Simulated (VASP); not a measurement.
# Sr4AuN3 (P4/mmm) in VASP: notebook

Runs on Sr4AuN3. Level: PBE. Tasks: single point.

Program: VASP 6.6.1. These are calculated values, not measurements. Logs are shortened: lines on timing, memory, paths and dates and some standing lists are left out, and cuts for length are marked.

## (1) The cell of the first run

The structure is tetragonal, space group P4/mmm (No. 123). Conventional cell: a = 4.885 Å, b = 4.885 Å, c = 8.157 Å, α = 90.00°, β = 90.00°, γ = 90.00°. Sr (site symmetry 2mm) has 4 N at 2.48 to 2.93 Å and 1 Sr at 3.23 Å within 3.3 Å. Au (site symmetry 4/mmm) has 2 N at 2.05 Å within 2.7 Å. N (site symmetry 4mm) has 1 Au at 2.05 Å and 4 Sr at 2.48 Å within 2.7 Å. N (site symmetry 4/mmm) has 8 Sr at 2.93 Å and 8 N at 4.01 Å within 4.1 Å.

## (2) Single point, PBE (24.33 Å³/atom)

Input file INCAR:

```
PREC = Accurate
ENCUT = 600
EDIFF = 1E-6
ISMEAR = 0
SIGMA = 0.1
LREAL = F
LASPH = T
NELM = 120
ALGO = Normal
ISIF = 2
LWAVE = F
LCHARG = F
GGA = PE
NBANDS = 43
GGA_COMPAT = F
```

Input file KPOINTS:

```
Automatic mesh
0
Gamma
  6 6 4
```

Input file POSCAR:

```
Sr4AuN3
1.0
    4.8852359113      0.0000000000      0.0000000000
    0.0000000000      4.8852359113      0.0000000000
    0.0000000000      0.0000000000      8.1569127016
Sr Au N
4 1 3
Direct
    0.5000000000      0.0000000000      0.1978350741
    0.0000000000      0.5000000000      0.8021649259
    0.0000000000      0.5000000000      0.1978350741
    0.5000000000      0.0000000000      0.8021649259
    0.5000000000      0.5000000000      0.5000000000
    0.5000000000      0.5000000000      0.7507704166
    0.5000000000      0.5000000000      0.2492295834
    0.0000000000      0.0000000000      0.0000000000
```

Potentials or basis: VASP PAW PBE potentials, release 64 (Sr_sv, Au, N).

Run with:

```console
> cat potpaw_PBE.64/Sr_sv/POTCAR potpaw_PBE.64/Au/POTCAR potpaw_PBE.64/N/POTCAR > POTCAR
> mpirun -np 1 vasp_std > vasp.out
```

OUTCAR:

```text
PREC = Accurate
   ENCUT = 600
   EDIFF = 1E-6
   ISMEAR = 0
   LREAL = F
   LASPH = T
   NELM = 120
   ISIF = 2
   GGA = PE

 ion  position               nearest neighbor table
   1  0.500  0.000  0.198-   7 2.48   7 2.48   8 2.93   8 2.93   4 3.23   3 3.45   3 3.45   3 3.45
                             3 3.45   5 3.47   5 3.47   2 4.73   2 4.73   2 4.73   2 4.73   4 4.93
   2  0.000  0.500  0.802-   6 2.48   6 2.48   8 2.93   8 2.93   3 3.23   4 3.45   4 3.45   4 3.45
                             4 3.45   5 3.47   5 3.47   1 4.73   1 4.73   1 4.73   1 4.73   3 4.93
   3  0.000  0.500  0.198-   7 2.48   7 2.48   8 2.93   8 2.93   2 3.23   1 3.45   1 3.45   1 3.45
                             1 3.45   5 3.47   5 3.47   4 4.73   4 4.73   4 4.73   4 4.73   2 4.93
   4  0.500  0.000  0.802-   6 2.48   6 2.48   8 2.93   8 2.93   1 3.23   2 3.45   2 3.45   2 3.45
                             2 3.45   5 3.47   5 3.47   3 4.73   3 4.73   3 4.73   3 4.73   1 4.93
   5  0.500  0.500  0.500-   6 2.05   7 2.05   3 3.47   4 3.47   1 3.47   2 3.47   1 3.47   4 3.47
                             2 3.47   3 3.47
   6  0.500  0.500  0.751-   5 2.05   4 2.48   2 2.48   4 2.48   2 2.48
   7  0.500  0.500  0.249-   5 2.05   3 2.48   1 2.48   1 2.48   3 2.48
   8  0.000  0.000  0.000-   1 2.93   2 2.93   3 2.93   4 2.93   2 2.93   3 2.93   1 2.93   4 2.93

  LATTYP: Found a simple tetragonal cell.
 ALAT       =     4.8852359113
 C/A-ratio  =     1.6697070213

  Lattice vectors:

 A1 = (   4.8852359113,   0.0000000000,   0.0000000000)
 A2 = (   0.0000000000,   4.8852359113,   0.0000000000)
 A3 = (   0.0000000000,   0.0000000000,   8.1569127016)

Analysis of symmetry for initial positions (statically):
=====================================================================
 Subroutine PRICEL returns:
 Original cell was already a primitive cell.

 Routine SETGRP: Setting up the symmetry group for a
 simple tetragonal supercell.

 Subroutine GETGRP returns: Found 16 space group operations
 (whereof 16 operations were pure point group operations)
 out of a pool of 16 trial point group operations.

The static configuration has the point symmetry D_4h.

Analysis of symmetry for dynamics (positions and initial velocities):
=====================================================================
 Subroutine PRICEL returns:
 Original cell was already a primitive cell.

 Routine SETGRP: Setting up the symmetry group for a
 simple tetragonal supercell.

 Subroutine GETGRP returns: Found 16 space group operations
 (whereof 16 operations were pure point group operations)
 out of a pool of 16 trial point group operations.

The dynamic configuration has the point symmetry D_4h.

 Subroutine INISYM returns: Found 16 space group operations
 (whereof 16 operations are pure point group operations),
 and found     1 'primitive' translations

----------------------------------------------------------------------------------------

                                     Primitive cell

  volume of cell :     194.6690

  direct lattice vectors                    reciprocal lattice vectors
     4.885235911  0.000000000  0.000000000     0.204698405  0.000000000  0.000000000
     0.000000000  4.885235911  0.000000000     0.000000000  0.204698405  0.000000000
     0.000000000  0.000000000  8.156912702     0.000000000  0.000000000  0.122595403

  length of vectors
     4.885235911  4.885235911  8.156912702     0.204698405  0.204698405  0.122595403

  position of ions in fractional coordinates (direct lattice)
     0.500000000  0.000000000  0.197835074
     0.000000000  0.500000000  0.802164926
     0.000000000  0.500000000  0.197835074
     0.500000000  0.000000000  0.802164926
     0.500000000  0.500000000  0.500000000
     0.500000000  0.500000000  0.750770417
     0.500000000  0.500000000  0.249229583
     0.000000000  0.000000000  0.000000000

  ion indices of the primitive-cell ions
   primitive index   ion index
                 1           1
                 2           2
                 3           3
                 4           4
                 5           5
                 6           6
                 7           7
                 8           8

----------------------------------------------------------------------------------------

 KPOINTS: Automatic mesh

Automatic generation of k-mesh.
 Grid dimensions read from file:
 generate k-points for:    6    6    4

 Generating k-lattice:

  Cartesian coordinates                     Fractional coordinates (reciprocal lattice)
     0.034116401  0.000000000  0.000000000     0.166666667  0.000000000  0.000000000
     0.000000000  0.034116401  0.000000000     0.000000000  0.166666667  0.000000000
     0.000000000  0.000000000  0.030648851     0.000000000  0.000000000  0.250000000

  Length of vectors
     0.034116401  0.034116401  0.030648851

  Shift w.r.t. Gamma in fractional coordinates (k-lattice)
     0.000000000  0.000000000  0.000000000

 Subroutine IBZKPT returns following result:
 ===========================================

 Found     30 irreducible k-points:

 Following reciprocal coordinates:
            Coordinates               Weight
  0.000000  0.000000  0.000000      1.000000
  0.166667  0.000000  0.000000      4.000000
  0.333333  0.000000  0.000000      4.000000
  0.500000  0.000000  0.000000      2.000000
  0.166667  0.166667  0.000000      4.000000
  0.333333  0.166667  0.000000      8.000000
[... 16 lines left out ...]
  0.333333  0.000000  0.500000      4.000000
  0.500000  0.000000  0.500000      2.000000
 [... further k-points ...]
   k-points           NKPTS =     30   k-points in BZ     NKDIM =     30   number of bands    NBANDS=     43
   number of dos      NEDOS =    301   number of ions     NIONS =      8
   total plane-waves  NPLWV = 112000
   dimension x,y,z NGX =    40 NGY =   40 NGZ =   70
   dimension x,y,z NGXF=    80 NGYF=   80 NGZF=  140
   ions per type =               4   1   3
   NGX,Y,Z   is equivalent  to a cutoff of  13.61, 13.61, 14.27 a.u.
   NGXF,Y,Z  is equivalent  to a cutoff of  27.22, 27.22, 28.53 a.u.
 SYSTEM =  unknown system
   PREC   = accura    normal or accurate (medium, high low for compatibility)
   ISTART =      0    job   : 0-new  1-cont  2-samecut
   ICHARG =      2    charge: 1-file 2-atom 10-const
   ISPIN  =      1    spin polarized calculation?
   LNONCOLLINEAR =      F non collinear calculations
   LSORBIT =      F    spin-orbit coupling
   LASPH  =      T    aspherical Exc in radial PAW
   ENCUT  =  600.0 eV  44.10 Ry    6.64 a.u.   9.76  9.76 16.29*2*pi/ulx,y,z
   NELM   =    120;   NELMIN=  2; NELMDL= -5     # of ELM steps
   EDIFF  = 0.1E-05   stopping-criterion for ELM
   LREAL  =      F    real-space projection
   EDIFFG = 0.1E-04   stopping-criterion for IOM
   NSW    =      0    number of steps for IOM
   IBRION =     -1    ionic relax: 0-MD 1-quasi-New 2-CG
   NFREE  =      0    steps in history (QN), initial steepest desc. (CG)
   ISIF   =      2    stress and relaxation
   ISYM   =      2    0-nonsym 1-usesym 2-fastsym
   POTIM  = 0.5000    time-step for ionic-motion
   TEBEG  =    0.0;   TEEND  =   0.0 temperature during run
   PSTRESS=    0.0 pullay stress
   NELECT =      66.0000    total number of electrons
   NUPDOWN=      -1.0000    fix difference up-down
   EMIN   =  10.00;   EMAX   =-10.00  energy-range for DOS
   EFERMI =   0.00;   METHOD = LEGACY
   ISMEAR =     0;   SIGMA  =   0.10  broadening in eV -4-tet -1-fermi 0-gaus
   EFERMI_NEDOS =   21; number of points for ismear=-14 and -15
   IALGO  =     38    algorithm
   IMIX   =      4    mixing-type and parameters
     AMIX     =   0.40;   BMIX     =  1.00
     AMIX_MAG =   1.60;   BMIX_MAG =  1.00
  volume/ion in A,a.u.               =      24.33       164.21
  Fermi-wavevector in a.u.,A,eV,Ry     =   1.141538  2.157195 17.729886  1.303110
  Thomas-Fermi vector in A             =   2.278238
   LORBIT       =      0    0 simple, 1 ext, 2 COOP (PROOUT), +10 PAW based schemes
   GGA     = PE    functional components
   LHFCALC =     F    Hartree Fock is set to
   AEXX    =    0.0000 exact exchange contribution
   IVDW    =     0    specifies the selected vdW correction
   LEPSILON=     F    determine dielectric tensor
   LRPA    =     F    only Hartree local field effects (RPA)
 non-spin polarized calculation
 Gauss-broadening in eV      SIGMA  =   0.10
  energy-cutoff  :      600.00
  volume of cell :      194.67
 maximum number of plane-waves:      6534
 NGX is ok and might be reduce to    40
   NGX = 19   NGY = 19   NGZ = 33

 number of electron      65.9999994 magnetization

 Free energy of the ion-electron system (eV)
  ---------------------------------------------------
  ext. energy  EPLUGINS =         0.00000000
  ---------------------------------------------------
  free energy    TOTEN  =       -37.03010283 eV

  energy without entropy =      -37.01613045  energy(sigma->0) =      -37.02311664

 E-fermi :   3.1457     XC(G=0):  -8.8696

 val. band max:        3.0998522734   @ k =   0.5000   0.0000   0.5000
 cond. band min:       3.1576811790   @ k =   0.1667   0.0000   0.5000
 fundamental gap:      0.0578289056
 Fermi energy:         3.1456710375

 k-point     1 :       0.0000    0.0000    0.0000
  band No.  band energies     occupation
      1     -32.1105      2.00000
      2     -32.0371      2.00000
      3     -31.9674      2.00000
      4     -31.8986      2.00000
      5     -14.7402      2.00000
      6     -14.4662      2.00000
[... 35 lines left out ...]
     42       7.4249      0.00000
     43       7.8741      0.00000

 k-point     2 :       0.1667    0.0000    0.0000
  band No.  band energies     occupation
      1     -32.1007      2.00000
      2     -32.0277      2.00000
      3     -31.9767      2.00000
      4     -31.9076      2.00000
      5     -14.7232      2.00000
      6     -14.4703      2.00000
[... 1004 lines left out ...]
 k-point    24 :       0.5000    0.0000    0.5000
  band No.  band energies     occupation
      1     -32.0381      2.00000
      2     -32.0372      2.00000
      3     -31.9680      2.00000
      4     -31.9668      2.00000
      5     -14.5784      2.00000
      6     -14.5713      2.00000
[... 35 lines left out ...]
     42       6.6831      0.00000
     43       7.2917      0.00000

 [... further k-points ...]

------------------------ aborting loop because EDIFF is reached ----------------------------------------

  FORCE on cell =-STRESS in cart. coord.  units (eV):
  Direction    XX          YY          ZZ          XY          YZ          ZX
  --------------------------------------------------------------------------------------
  -------------------------------------------------------------------------------------
  Total        2.0601393      2.0601393      1.6306236      0.0000000      0.0000000      0.0000000
  in kB       16.9554874     16.9554874     13.4204606      0.0000000      0.0000000      0.0000000
  external PRESSURE =      15.7771451 kB  Pullay stress =       0.0000000 kB

 VOLUME and BASIS-vectors are now :
 -----------------------------------------------------------------------------
  energy-cutoff  :      600.00
  volume of cell :      194.67
      direct lattice vectors                 reciprocal lattice vectors
     4.885235911  0.000000000  0.000000000     0.204698405  0.000000000  0.000000000
     0.000000000  4.885235911  0.000000000     0.000000000  0.204698405  0.000000000
     0.000000000  0.000000000  8.156912702     0.000000000  0.000000000  0.122595403

 POSITION                                       TOTAL-FORCE (eV/Angst)
 -----------------------------------------------------------------------------------
      2.44262      0.00000      1.61372        -0.000000     -0.000000      0.000000
      0.00000      2.44262      6.54319        -0.000000     -0.000000     -0.000000
      0.00000      2.44262      1.61372         0.000000      0.000000      0.000000
      2.44262      0.00000      6.54319         0.000000      0.000000     -0.000000
      2.44262      2.44262      4.07846         0.000000     -0.000000      0.000000
      2.44262      2.44262      6.12397         0.000000      0.000000     -0.033718
      2.44262      2.44262      2.03294         0.000000     -0.000000      0.033718
      0.00000      0.00000      0.00000         0.000000     -0.000000      0.000000
 -----------------------------------------------------------------------------------
    total drift:                               -0.000000      0.000000     -0.000000

  FREE ENERGIE OF THE ION-ELECTRON SYSTEM (eV)
  ---------------------------------------------------
  free  energy   TOTEN  =       -37.0301028308 eV

  energy  without entropy=      -37.0161304467  energy(sigma->0) =      -37.02311664
```

Run time: 11 min. Hardware: 1 thread of Intel Xeon 8259CL, shared host; peak memory 0.5 GiB.

Results:

| Quantity | Value |
| --- | --- |
| Free energy | -37.0301 eV |
| Pressure | 1.6 GPa |
| Largest force | 0.034 eV/Å |
| Band gap on the k mesh | zero (bands 33 and 34 overlap by 0.30 eV) |

Forces on the atoms (eV/Å):
```
Sr   0.000  0.000  0.000
Sr   0.000  0.000  0.000
Sr   0.000  0.000  0.000
Sr   0.000  0.000  0.000
Au   0.000  0.000  0.000
N    0.000  0.000 -0.034
N    0.000  0.000  0.034
N    0.000  0.000  0.000
```

Levels at points of the mesh, in eV from the Fermi level:
```
           k point  band 29  band 30  band 31  band 32  band 33  band 34  band 35  band 36  band 37  band 38
(0.00, 0.00, 0.00)    -1.78    -1.24    -1.24     0.12     0.12     0.35     1.31     1.63     2.15     2.79
(0.50, 0.00, 0.00)    -1.71    -1.61    -1.54    -1.15    -0.39    -0.13     1.92     1.99     2.40     2.69
(0.50, 0.50, 0.00)    -1.56    -1.56    -1.44    -1.44    -1.15     0.81     0.83     0.83     1.63     2.39
(0.00, 0.00, 0.50)    -1.64    -1.35    -1.35     0.11     0.11     0.67     1.59     1.63     1.92     2.20
(0.50, 0.00, 0.50)    -1.61    -1.59    -1.51    -1.27    -0.18    -0.05     1.74     2.63     2.79     2.82
(0.50, 0.50, 0.50)    -2.05    -2.05    -1.22    -1.22    -1.15     1.07     1.08     1.08     1.83     2.67
```

Caveat: spin-orbit coupling is left out, which moves the levels of the heavy elements.

(Part 1 of 2 ends here.)
